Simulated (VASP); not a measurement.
# Rb2CoO2 (I4/mmm) in VASP: further runs

Runs on Rb2CoO2. Level: PBE. Tasks: single point.

Everything below comes from runs of VASP 6.6.1. Logs are shortened: lines on timing, memory, paths and dates and some standing lists are left out, and cuts for length are marked.

## Step 1: The cell of the first run

The structure is tetragonal, space group I4/mmm (No. 139). Conventional cell: a = 4.229 Å, b = 4.229 Å, c = 13.346 Å, α = 90.00°, β = 90.00°, γ = 90.00°. Within 4.3 Å of Rb (site symmetry 4mm) lie 5 O at 2.91 to 3.01 Å and 4 Co at 3.64 Å and 9 Rb at 3.92 to 4.23 Å. Within 2.3 Å of O (site symmetry 4mm) lie 1 Co at 1.70 Å. Within 2.3 Å of Co (site symmetry 4/mmm) lie 2 O at 1.70 Å.

## Step 2: Single point, PBE

INCAR

```
SYSTEM = Rb2CoO2
PREC     = Accurate       ! precision mode
ENCUT    = 520            ! plane-wave cutoff, eV
EDIFF    = 1E-6           ! SCF threshold, eV
ISMEAR   = -1             ! smearing method
SIGMA    = 0.1            ! smearing width, eV
LREAL    = .FALSE.        ! projectors in reciprocal space
LASPH    = .TRUE.         ! aspherical terms in the spheres
NELM     = 80             ! most SCF steps
ALGO     = Normal         ! electronic algorithm
ISIF     = 2              ! what is computed and relaxed
LWAVE    = .FALSE.        ! write WAVECAR
LCHARG   = .FALSE.        ! write CHGCAR
GGA      = PE             ! functional
NBANDS   = 28             ! bands
```

KPOINTS

```
Automatic mesh
0
G
  5 5 5
  0 0 0
```

POSCAR

```
Rb2CoO2
1.0
    0.0000000000      4.2292600000      0.0000000000
    4.2292600000      0.0000000000      0.0000000000
    2.1146300000      2.1146300000     -6.6728100000
Rb O Co
2 2 1
Direct
    0.3451000000      0.3451000000      0.3098000000
    0.6549000000      0.6549000000      0.6902000000
    0.1273000000      0.1273000000      0.7454000000
    0.8727000000      0.8727000000      0.2546000000
    0.0000000000      0.0000000000      0.0000000000
```

Potentials or basis: VASP PAW PBE potentials, release 64 (Rb_sv, O, Co).

On the command line:

```bash
$ cat potpaw_PBE.64/Rb_sv/POTCAR potpaw_PBE.64/O/POTCAR potpaw_PBE.64/Co/POTCAR > POTCAR
$ mpirun -np 1 vasp_std > vasp.out
```

OUTCAR:

```text
SYSTEM = Rb2CoO2
   PREC = Accurate
   ENCUT = 520
   EDIFF = 1E-6
   ISMEAR = -1
   LREAL = .FALSE.
   LASPH = .TRUE.
   NELM = 80
   ISIF = 2
   GGA = PE

 ion  position               nearest neighbor table
   1  0.345  0.345  0.310-   3 2.91   4 3.01   4 3.01   4 3.01   4 3.01   5 3.64   5 3.64   5 3.64
                             5 3.64   2 3.92   2 3.92   2 3.92   2 3.92   2 4.13
   2  0.655  0.655  0.690-   4 2.91   3 3.01   3 3.01   3 3.01   3 3.01   5 3.64   5 3.64   5 3.64
                             5 3.64   1 3.92   1 3.92   1 3.92   1 3.92   1 4.13
   3  0.127  0.127  0.745-   5 1.70   1 2.91   2 3.01   2 3.01   2 3.01   2 3.01
   4  0.873  0.873  0.255-   5 1.70   2 2.91   1 3.01   1 3.01   1 3.01   1 3.01
   5  0.000  0.000  0.000-   3 1.70   4 1.70   2 3.64   1 3.64   2 3.64   1 3.64   1 3.64   2 3.64
                             2 3.64   1 3.64

  LATTYP: Found a body centered tetragonal cell.
 ALAT       =     4.2292600000
 C/A-ratio  =     3.1555449417

  Lattice vectors:

 A1 = (  -2.1146300000,   2.1146300000,   6.6728100000)
 A2 = (   2.1146300000,  -2.1146300000,   6.6728100000)
 A3 = (   2.1146300000,   2.1146300000,  -6.6728100000)

Analysis of symmetry for initial positions (statically):
=====================================================================
 Subroutine PRICEL returns:
 Original cell was already a primitive cell.

 Routine SETGRP: Setting up the symmetry group for a
 body centered tetragonal supercell.

 Subroutine GETGRP returns: Found 16 space group operations
 (whereof 16 operations were pure point group operations)
 out of a pool of 16 trial point group operations.

The static configuration has the point symmetry D_4h.

Analysis of symmetry for dynamics (positions and initial velocities):
=====================================================================
 Subroutine PRICEL returns:
 Original cell was already a primitive cell.

 Routine SETGRP: Setting up the symmetry group for a
 body centered tetragonal supercell.

 Subroutine GETGRP returns: Found 16 space group operations
 (whereof 16 operations were pure point group operations)
 out of a pool of 16 trial point group operations.

The dynamic configuration has the point symmetry D_4h.

 Subroutine INISYM returns: Found 16 space group operations
 (whereof 16 operations are pure point group operations),
 and found     1 'primitive' translations

----------------------------------------------------------------------------------------

                                     Primitive cell

  volume of cell :     119.3542

  direct lattice vectors                    reciprocal lattice vectors
     0.000000000  4.229260000  0.000000000     0.000000000  0.236447984  0.074930951
     4.229260000  0.000000000  0.000000000     0.236447984  0.000000000  0.074930951
     2.114630000  2.114630000 -6.672810000     0.000000000  0.000000000 -0.149861902

  length of vectors
     4.229260000  4.229260000  7.312298775     0.248036885  0.248036885  0.149861902

  position of ions in fractional coordinates (direct lattice)
     0.345100000  0.345100000  0.309800000
     0.654900000  0.654900000  0.690200000
     0.127300000  0.127300000  0.745400000
     0.872700000  0.872700000  0.254600000
     0.000000000  0.000000000  0.000000000

  ion indices of the primitive-cell ions
   primitive index   ion index
                 1           1
                 2           2
                 3           3
                 4           4
                 5           5

----------------------------------------------------------------------------------------

 KPOINTS: Automatic mesh

Automatic generation of k-mesh.
 Grid dimensions read from file:
 generate k-points for:    5    5    5

 Generating k-lattice:

  Cartesian coordinates                     Fractional coordinates (reciprocal lattice)
     0.000000000  0.047289597  0.014986190     0.200000000  0.000000000 -0.000000000
     0.047289597  0.000000000  0.014986190     0.000000000  0.200000000 -0.000000000
     0.000000000  0.000000000 -0.029972380     0.000000000  0.000000000  0.200000000

  Length of vectors
     0.049607377  0.049607377  0.029972380

  Shift w.r.t. Gamma in fractional coordinates (k-lattice)
     0.000000000  0.000000000  0.000000000

 Subroutine IBZKPT returns following result:
 ===========================================

 Found     18 irreducible k-points:

 Following reciprocal coordinates:
            Coordinates               Weight
  0.000000  0.000000  0.000000      1.000000
  0.200000  0.000000 -0.000000      8.000000
  0.400000  0.000000  0.000000      8.000000
  0.200000  0.200000 -0.000000      8.000000
  0.400000  0.200000 -0.000000     16.000000
 -0.400000  0.200000  0.000000     16.000000
[... 10 lines left out ...]
  0.000000  0.000000  0.400000      2.000000
 -0.200000  0.000000  0.400000      4.000000
   k-points           NKPTS =     18   k-points in BZ     NKDIM =     18   number of bands    NBANDS=     28
   number of dos      NEDOS =    301   number of ions     NIONS =      5
   total plane-waves  NPLWV =  55296
   dimension x,y,z NGX =    32 NGY =   32 NGZ =   54
   dimension x,y,z NGXF=    64 NGYF=   64 NGZF=  108
   ions per type =               2   2   1
   NGX,Y,Z   is equivalent  to a cutoff of  12.58, 12.58, 12.28 a.u.
   NGXF,Y,Z  is equivalent  to a cutoff of  25.16, 25.16, 24.55 a.u.
 SYSTEM =  Rb2CoO2
   PREC   = accura    normal or accurate (medium, high low for compatibility)
   ISTART =      0    job   : 0-new  1-cont  2-samecut
   ICHARG =      2    charge: 1-file 2-atom 10-const
   ISPIN  =      1    spin polarized calculation?
   LNONCOLLINEAR =      F non collinear calculations
   LSORBIT =      F    spin-orbit coupling
   LASPH  =      T    aspherical Exc in radial PAW
   ENCUT  =  520.0 eV  38.22 Ry    6.18 a.u.   7.86  7.86 13.60*2*pi/ulx,y,z
   NELM   =     80;   NELMIN=  2; NELMDL= -5     # of ELM steps
   EDIFF  = 0.1E-05   stopping-criterion for ELM
   LREAL  =      F    real-space projection
   EDIFFG = 0.1E-04   stopping-criterion for IOM
   NSW    =      0    number of steps for IOM
   IBRION =     -1    ionic relax: 0-MD 1-quasi-New 2-CG
   NFREE  =      0    steps in history (QN), initial steepest desc. (CG)
   ISIF   =      2    stress and relaxation
   ISYM   =      2    0-nonsym 1-usesym 2-fastsym
   POTIM  = 0.5000    time-step for ionic-motion
   TEBEG  =    0.0;   TEEND  =   0.0 temperature during run
   PSTRESS=    0.0 pullay stress
   NELECT =      39.0000    total number of electrons
   NUPDOWN=      -1.0000    fix difference up-down
   EMIN   =  10.00;   EMAX   =-10.00  energy-range for DOS
   EFERMI =   0.00;   METHOD = LEGACY
   ISMEAR =    -1;   SIGMA  =   0.10  broadening in eV -4-tet -1-fermi 0-gaus
   EFERMI_NEDOS =   21; number of points for ismear=-14 and -15
   IALGO  =     38    algorithm
   IMIX   =      4    mixing-type and parameters
     AMIX     =   0.40;   BMIX     =  1.00
     AMIX_MAG =   1.60;   BMIX_MAG =  1.00
  volume/ion in A,a.u.               =      23.87       161.09
  Fermi-wavevector in a.u.,A,eV,Ry     =   1.127588  2.130833 17.299198  1.271455
  Thomas-Fermi vector in A             =   2.264275
   LORBIT       =      0    0 simple, 1 ext, 2 COOP (PROOUT), +10 PAW based schemes
   GGA     = PE    functional components
   LHFCALC =     F    Hartree Fock is set to
   AEXX    =    0.0000 exact exchange contribution
   IVDW    =     0    specifies the selected vdW correction
   LEPSILON=     F    determine dielectric tensor
   LRPA    =     F    only Hartree local field effects (RPA)
 non-spin polarized calculation
  energy-cutoff  :      520.00
  volume of cell :      119.35
 maximum number of plane-waves:      3226
   NGX = 15   NGY = 15   NGZ = 27

 number of electron      39.0000003 magnetization

 Free energy of the ion-electron system (eV)
  ---------------------------------------------------
  ext. energy  EPLUGINS =         0.00000000
  ---------------------------------------------------
  free energy    TOTEN  =       -23.76207143 eV

  energy without entropy =      -23.51077239  energy(sigma->0) =      -23.63642191

 E-fermi :   1.3695     XC(G=0):  -8.2685

 val. band max:        1.3674227317   @ k =   0.4000   0.0000   0.0000
 cond. band min:       1.3973168990   @ k =  -0.2000  -0.4000   0.2000
 fundamental gap:      0.0298941673
 Fermi energy:         1.3695047163

 k-point     1 :       0.0000    0.0000    0.0000
  band No.  band energies     occupation
      1     -25.5388      2.00000
      2     -25.4545      2.00000
      3     -16.5930      2.00000
      4     -16.1126      2.00000
      5      -9.9788      2.00000
      6      -9.6274      2.00000
[... 20 lines left out ...]
     27       8.0366      0.00000
     28       8.0367      0.00000

 k-point     2 :       0.2000    0.0000   -0.0000
  band No.  band energies     occupation
      1     -25.5247      2.00000
      2     -25.4563      2.00000
      3     -16.6088      2.00000
      4     -16.1218      2.00000
      5      -9.9383      2.00000
      6      -9.6628      2.00000
[... 20 lines left out ...]
     27       7.8906      0.00000
     28       7.9935      0.00000

 k-point     3 :       0.4000    0.0000    0.0000
  band No.  band energies     occupation
      1     -25.4943      2.00000
      2     -25.4669      2.00000
      3     -16.6348      2.00000
      4     -16.1371      2.00000
      5      -9.8505      2.00000
      6      -9.7442      2.00000
[... 20 lines left out ...]
     27       8.2758      0.00000
     28       8.4049      0.00000

 k-point     4 :       0.2000    0.2000   -0.0000
  band No.  band energies     occupation
      1     -25.5111      2.00000
      2     -25.4584      2.00000
      3     -16.6172      2.00000
      4     -16.1193      2.00000
      5      -9.8719      2.00000
      6      -9.7458      2.00000
[... 392 lines left out ...]
     27       7.9837      0.00000
     28       8.2040      0.00000

 k-point    17 :       0.0000    0.0000    0.4000
  band No.  band energies     occupation
      1     -25.5303      2.00000
      2     -25.4631      2.00000
      3     -16.6161      2.00000
      4     -16.0892      2.00000
      5      -9.8204      2.00000
      6      -9.6403      2.00000
[... 20 lines left out ...]
     27       7.0633      0.00000
     28       7.3217      0.00000

 k-point    18 :      -0.2000    0.0000    0.4000
  band No.  band energies     occupation
      1     -25.5162      2.00000
      2     -25.4650      2.00000
      3     -16.6277      2.00000
      4     -16.1027      2.00000
      5      -9.7806      2.00000
      6      -9.7090      2.00000
[... 20 lines left out ...]
     27       7.5702      0.00000
     28       7.7182      0.00000

------------------------ aborting loop because EDIFF is reached ----------------------------------------

  FORCE on cell =-STRESS in cart. coord.  units (eV):
  Direction    XX          YY          ZZ          XY          YZ          ZX
  --------------------------------------------------------------------------------------
  -------------------------------------------------------------------------------------
  Total        0.0237451      0.0237451     -2.4930577      0.0000000      0.0000000      0.0000000
  in kB        0.3187477      0.3187477    -33.4661220      0.0000000      0.0000000      0.0000000
  external PRESSURE =     -10.9428755 kB  Pullay stress =       0.0000000 kB

 VOLUME and BASIS-vectors are now :
 -----------------------------------------------------------------------------
  energy-cutoff  :      520.00
  volume of cell :      119.35
      direct lattice vectors                 reciprocal lattice vectors
     0.000000000  4.229260000  0.000000000     0.000000000  0.236447984  0.074930951
     4.229260000  0.000000000  0.000000000     0.236447984  0.000000000  0.074930951
     2.114630000  2.114630000 -6.672810000     0.000000000  0.000000000 -0.149861902

 POSITION                                       TOTAL-FORCE (eV/Angst)
 -----------------------------------------------------------------------------------
      2.11463      2.11463     -2.06724        -0.000000     -0.000000      0.311387
      4.22926      4.22926     -4.60557        -0.000000     -0.000000     -0.311387
      2.11463      2.11463     -4.97391        -0.000000     -0.000000     -0.578222
      4.22926      4.22926     -1.69890        -0.000000     -0.000000      0.578222
      0.00000      0.00000      0.00000         0.000000      0.000000      0.000000
 -----------------------------------------------------------------------------------
    total drift:                                0.000000      0.000000     -0.000000

  FREE ENERGIE OF THE ION-ELECTRON SYSTEM (eV)
  ---------------------------------------------------
  free  energy   TOTEN  =       -23.7620714304 eV

  energy  without entropy=      -23.5107723947  energy(sigma->0) =      -23.63642191
```

It took 61 s on 1 thread of AMD EPYC 7R13 (Zen 3), shared host; peak memory 0.22 GiB.

Results:

* Free energy: -23.7621 eV
* Pressure: -1.1 GPa
* Largest force: 0.578 eV/Å
* Band gap on the k mesh: zero (an odd number of electrons rules out a gap without spin polarisation)

Forces on the atoms (eV/Å):
```
Rb   0.000  0.000  0.311
Rb   0.000  0.000 -0.311
O    0.000  0.000 -0.578
O    0.000  0.000  0.578
Co   0.000  0.000  0.000
```

Caveat: an odd number of electrons without spin polarisation forces a metal; a magnetic or distorted state may lie lower; the run has no spin polarisation, though such a crystal can be magnetic.

## Step 3: Single point, PBE

INCAR

```
SYSTEM = Rb2CoO2
ALGO = Normal
EDIFF = 1E-6
ENCUT = 520
GGA = PE
ISIF = 2
ISMEAR = 1
LASPH = .True.
LCHARG = .False.
LREAL = .False.
LWAVE = .False.
NBANDS = 28
NELM = 100
PREC = Accurate
SIGMA = 0.01
```

KPOINTS

```
k-points
0
Gamma
  5 5 5
  0 0 0
```

POSCAR is that of step 2.

Potentials or basis: VASP PAW PBE potentials, release 64 (Rb_sv, O, Co).

On the command line:

```bash
$ cat potpaw_PBE.64/Rb_sv/POTCAR potpaw_PBE.64/O/POTCAR potpaw_PBE.64/Co/POTCAR > POTCAR
$ mpirun -np 1 vasp_std > vasp.out
```

It took 53 s on 1 thread of AMD EPYC 7R13 (Zen 3), shared host; peak memory 0.22 GiB.

The run converged. Its results:

```
Free energy            : -23.5962 eV
Pressure               : -1.4 GPa
Largest force          : 0.722 eV/Å
Band gap on the k mesh : zero (an odd number of electrons rules out a gap without spin polarisation)
```

Forces in eV/Å, atoms in the order of the input:
```
Rb   0.000  0.000  0.314
Rb   0.000  0.000 -0.314
O    0.000  0.000 -0.722
O    0.000  0.000  0.722
Co   0.000  0.000  0.000
```

Stress tensor (GPa, compression positive):
```
-0.09  0.00  0.00
 0.00 -0.09  0.00
 0.00  0.00 -3.97
```

Levels at points of the mesh, in eV from the Fermi level:
| k point | band 15 | band 16 | band 17 | band 18 | band 19 | band 20 | band 21 | band 22 | band 23 | band 24 |
| --- | --- | --- | --- | --- | --- | --- | --- | --- | --- | --- |
| (0.00, 0.00, 0.00) | -2.81 | -2.81 | -1.50 | -0.59 | -0.37 | 0.14 | 0.14 | 2.10 | 3.87 | 5.17 |

Caveat: an odd number of electrons without spin polarisation forces a metal; a magnetic or distorted state may lie lower; the run has no spin polarisation, though such a crystal can be magnetic. With open d or f shells a metallic result of PBE can be an artefact of self-interaction; +U or a hybrid may open a gap.

## Step 4: Single point, PBE

INCAR

```
PREC     = Accurate       # precision mode
ENCUT    = 520            # plane-wave cutoff, eV
EDIFF    = 1E-6           # SCF threshold, eV
ISMEAR   = -1             # smearing method
SIGMA    = 0.01           # smearing width, eV
LREAL    = False          # projectors in reciprocal space
LASPH    = True           # aspherical terms in the spheres
NELM     = 100            # most SCF steps
ALGO     = Normal         # electronic algorithm
ISIF     = 2              # what is computed and relaxed
LWAVE    = False          # write WAVECAR
LCHARG   = False          # write CHGCAR
GGA      = PE             # functional
NBANDS   = 28             # bands
```

KPOINTS

```
regular mesh
0
Gamma
  5 5 5
```

POSCAR is that of step 3.

On the command line:

```bash
$ cat potpaw_PBE.64/Rb_sv/POTCAR potpaw_PBE.64/O/POTCAR potpaw_PBE.64/Co/POTCAR > POTCAR
$ mpirun -np 1 vasp_std > vasp.out
```

Wall time 54 s (1 thread of AMD EPYC 7R13 (Zen 3), shared host); peak memory 0.22 GiB.

It converged, with:

```
Free energy            : -23.5988 eV
Pressure               : -1.4 GPa
Largest force          : 0.719 eV/Å
Band gap on the k mesh : zero (an odd number of electrons rules out a gap without spin polarisation)
```

Forces in eV/Å, atoms in the order of the input:
```
Rb   0.000  0.000  0.314
Rb   0.000  0.000 -0.314
O    0.000  0.000 -0.719
O    0.000  0.000  0.719
Co   0.000  0.000  0.000
```

Stress tensor (GPa, compression positive):
```
-0.09  0.00  0.00
 0.00 -0.09  0.00
 0.00  0.00 -3.96
```

Levels at points of the mesh, in eV from the Fermi level:
```
           k point  band 15  band 16  band 17  band 18  band 19  band 20  band 21  band 22  band 23  band 24
(0.00, 0.00, 0.00)    -2.81    -2.81    -1.51    -0.60    -0.38     0.14     0.14     2.09     3.86     5.17
```

Caveat: an odd number of electrons without spin polarisation forces a metal; a magnetic or distorted state may lie lower; the run has no spin polarisation, though such a crystal can be magnetic.

## Step 5: The runs side by side

| smearing | gap on the mesh (eV) | pressure (GPa) | largest force (eV/Å) |
| --- | --- | --- | --- |
| fermi-dirac 0.1 eV | none | -1.1 | 0.58 |
| methfessel-paxton 0.01 eV | none | -1.4 | 0.72 |
| fermi-dirac 0.01 eV | none | -1.4 | 0.72 |

Alike in all rows: task single point; level PBE; potentials or basis VASP PAW PBE potentials, release 64 (Rb_sv, O, Co); no spin polarisation; cell as given; k mesh 5 × 5 × 5; cutoff (eV) 520.

Caveats: an odd number of electrons without spin polarisation forces a metal; a magnetic or distorted state may lie lower; the run has no spin polarisation, though such a crystal can be magnetic.

Total energies depend on the potentials used, so only differences within one code and one set of settings carry meaning.

The gap in the log of VASP goes by the Fermi energy; the results here count the filled bands.